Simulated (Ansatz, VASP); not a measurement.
**PbSe: VASP beside Ansatz**

The input INCAR:

```
PREC = Accurate ; ENCUT = 520
EDIFF = 1E-7 ; ISMEAR = 0
SIGMA = 0.01 ; LREAL = F
LASPH = T ; NELM = 150
ALGO = Normal ; ISIF = 2
LWAVE = F ; LCHARG = T
MAGMOM = 0 0 0 0 0 0 ; LORBIT = 11
LSORBIT = T ; GGA_COMPAT = F
LORBMOM = T ; GGA = PE
LVHAR = T ; NBANDS = 32
```

KPOINTS

```
Automatic mesh
0
Gamma
  12 12 12
```

Contents of POSCAR:

```
PbSe
1.0
    0.0000000000      3.0606500000      3.0606500000
    3.0606500000      0.0000000000      3.0606500000
    3.0606500000      3.0606500000      0.0000000000
Pb Se
1 1
Direct
    0.0000000000      0.0000000000      0.0000000000
    0.5000000000      0.5000000000      0.5000000000
```

Input for Ansatz:

```yaml
crystal:
  lattice:
    - [0.0, 3.06065, 3.06065]
    - [3.06065, 0.0, 3.06065]
    - [3.06065, 3.06065, 0.0]
  atoms:
    - { symbol: Pb, position: [0.0, 0.0, 0.0] }
    - { symbol: Se, position: [0.5, 0.5, 0.5] }
scf:
  occupations: { method: fixed }
output:
  forces: true
  stress: true
  eigenvalues: true
  eigenstates: { kpoints: [[0.5, 0.5, 0.5], [0, 0, 0]], e_range: [-3, 3] }
  write_density: true
  write_potential: true
  elf: true
  volumetric_format: npy
kpoints:
  mp_grid: { grid: [12, 12, 12] }
magnetization:
  noncollinear: true
  spin_orbit: true
```

Alike in both runs: task single point; functional PBE; k mesh 12 × 12 × 12; non-collinear spin, spin-orbit coupling.

|  | VASP | Ansatz |
| --- | --- | --- |
| version | VASP 6.6.1 | Ansatz 0.2.0 |
| potentials or method | VASP PAW PBE potentials, release 64 (Pb_d, Se) | plane waves, PAW |
| plane-wave cutoff (eV) | 520 | 420 |
| occupations | gaussian, width 0.01 eV | fixed |
| valence electrons in the cell | 20 | 30 |

|  | VASP | Ansatz | Ansatz less VASP |
| --- | --- | --- | --- |
| pressure (GPa) | 2.2 | 2.1 | -0.10 |

VASP's potentials hold 20 valence electrons a cell and Ansatz's 30, so a difference there can come from the potentials and not from the codes.
